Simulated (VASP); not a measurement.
# MgS: single point with r2SCAN

The system is MgS.

```
CELL_PARAMETERS angstrom
0.00000 2.61322 2.60152
2.61322 0.00000 2.60152
2.61322 2.61322 0.00000
ATOMIC_POSITIONS crystal
Mg 0.00000 0.00000 0.00000
S 0.50000 0.50000 0.50000
```

This cell differs from its parent crystal: biaxial xy strain +0.5%.

* Program: VASP 6.6.1
* Task: single point
* Functional: r2SCAN
* Potentials or basis: VASP PAW PBE potentials, release 64 (Mg, S)
* Cutoff: 520 eV
* k mesh: 8 × 8 × 8
* Occupations: gaussian, width 0.01 eV
* Spin: no spin polarisation

- Pressure: -1.2 GPa
- Band gap on the k mesh: 3.39 eV (least direct gap 4.53 eV)

Stress tensor (GPa, compression positive):
```
-1.31  0.00  0.00
 0.00 -1.31  0.00
 0.00  0.00 -0.86
```

Levels at points of the mesh, in eV from the valence-band top:
| k point | band 1 | band 2 | band 3 | band 4 | band 5 | band 6 | band 7 | band 8 | band 9 |
| --- | --- | --- | --- | --- | --- | --- | --- | --- | --- |
| (0.00, 0.00, 0.00) | -13.14 | -0.02 | 0.00 | 0.00 | 4.53 | 8.51 | 8.51 | 8.56 | 10.89 |
| (0.50, 0.00, 0.00) | -11.83 | -4.84 | -0.62 | -0.61 | 5.20 | 7.46 | 7.51 | 11.13 | 13.17 |
| (0.50, 0.50, 0.00) | -11.44 | -4.23 | -1.73 | -1.73 | 3.39 | 4.94 | 13.07 | 13.46 | 14.41 |
| (0.50, 0.00, 0.50) | -11.46 | -4.23 | -1.73 | -1.69 | 3.42 | 4.95 | 13.03 | 13.45 | 14.38 |

Run time: 68 s on 1 thread of Intel(R) Xeon(R) Platinum 8488C (Sapphire Rapids), on a shared host, peak memory 0.17 GiB.

Caveat: the cell differs from its parent crystal (biaxial xy strain +0.5%); the PAW data sets were made with another functional, which shifts forces and pressure a little. A k mesh can miss the band edges.
